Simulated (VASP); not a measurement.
Input of a VASP 6.6.1 run:

The input INCAR:

```
SYSTEM = CoSi2
PREC     = Accurate       ! precision mode
ENCUT    = 600            ! plane-wave cutoff, eV
EDIFF    = 1E-6           ! SCF threshold, eV
ISMEAR   = -1             ! smearing method
SIGMA    = 0.1            ! smearing width, eV
LREAL    = .False.        ! projectors in reciprocal space
LASPH    = .True.         ! aspherical terms in the spheres
NELM     = 60             ! most SCF steps
ALGO     = Normal         ! electronic algorithm
ISIF     = 3              ! what is computed and relaxed
LWAVE    = .False.        ! write WAVECAR
LCHARG   = .False.        ! write CHGCAR
GGA      = PE             ! functional
IBRION   = 2              ! ionic algorithm
NSW      = 60             ! ionic steps
EDIFFG   = -0.005         ! ionic threshold
PSTRESS  = 0.8300000000000001
```

The input KPOINTS:

```
regular mesh
0
Gamma
  10 10 10
  0 0 0
```

Contents of POSCAR:

```
CoSi2
1.0
    0.0000000000      2.6799488231      2.6799488231
    2.6799488231      0.0000000000      2.6799488231
    2.6799488231      2.6799488231      0.0000000000
Co Si
1 2
Direct
    0.0000000000      0.0000000000      0.0000000000
    0.2500000000      0.2500000000      0.2500000000
    0.7500000000      0.7500000000      0.7500000000
```

Potentials or basis: VASP PAW PBE potentials, release 64 (Co, Si).

Launch:

```sh
$ cat potpaw_PBE.64/Co/POTCAR potpaw_PBE.64/Si/POTCAR > POTCAR
$ mpirun -np 1 vasp_std > vasp.out
```

Task: What does it give for the band gap on the k mesh?

Result: Zero (an odd number of electrons rules out a gap without spin polarisation).

Task: Estimate the space group after relaxing (to 0.1 Å).

Result: Fm-3m (No. 225).

Task: Predict the relaxed volume.

Result: 12.82 Å³/atom.

Task: Predict the relaxed cell.

Result: a = 3.789 Å, b = 3.789 Å, c = 3.789 Å, α = 60.00°, β = 60.00°, γ = 60.00°.

Final structure:
```
Co Si
1.0
     0.00000    2.67900    2.67900
     2.67900    0.00000    2.67900
     2.67900    2.67900    0.00000
Co Si
1 2
Direct
  0.00000 0.00000 0.00000
  0.25000 0.25000 0.25000
  0.75000 0.75000 0.75000
```

Caveat: the cell is relaxed towards a set pressure, so the run minimises the enthalpy, not the energy; an odd number of electrons without spin polarisation forces a metal; a magnetic or distorted state may lie lower. Spin polarisation is off, so any magnetic state and its effect on volume and gap are missing.
